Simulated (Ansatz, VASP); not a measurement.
## Ti2RuC3: VASP beside Ansatz

```
Ti Ru C
1.0
     3.80785   -1.49676    0.00433
     3.80785    1.49676    0.00433
    -2.49578    0.00000    5.27318
Ti Ru C
2 1 3
Direct
  0.43614 0.43614 0.19795
  0.61609 0.61609 0.79874
  0.80256 0.80256 0.50026
  0.08345 0.08345 0.50856
  0.13110 0.13110 0.08505
  0.93067 0.93067 0.90943
```

Change from the starting cell: species swapped into the Zr2Ga3Cu type (Cm, No. 8).

Alike in both runs: functional PBE; k mesh 12 × 12 × 6; occupations gaussian, width 0.1 eV; no spin polarisation.

Ansatz relaxed the structure, and its values are those at the end. VASP's run is a single point on that final structure, the one shown.

```csv
,VASP,Ansatz
version,VASP 6.6.1,Ansatz 0.2.0
potentials or method,"VASP PAW PBE potentials, release 64 (Ti_sv, Ru_pv, C), cutoff 520 eV","scalar-relativistic, plane waves, PAW"
valence electrons in the cell,50,52
```

Ansatz gave:

* gap on the k mesh at the Fermi level (eV): none
* pressure (GPa): 0.0
* rms of the force components (eV/Å): 0.002

What did VASP give for the same quantities?

gap on the k mesh at the Fermi level (eV): none; pressure (GPa): 0.3; rms of the force components (eV/Å): 0.022.

A gap of «none» marks a metal or a gap that the smearing closes. The functional is the same, so the differences come from potentials, cutoffs and numerics. VASP's potentials hold 50 valence electrons a cell and Ansatz's 52, so a difference there can come from the potentials and not from the codes.
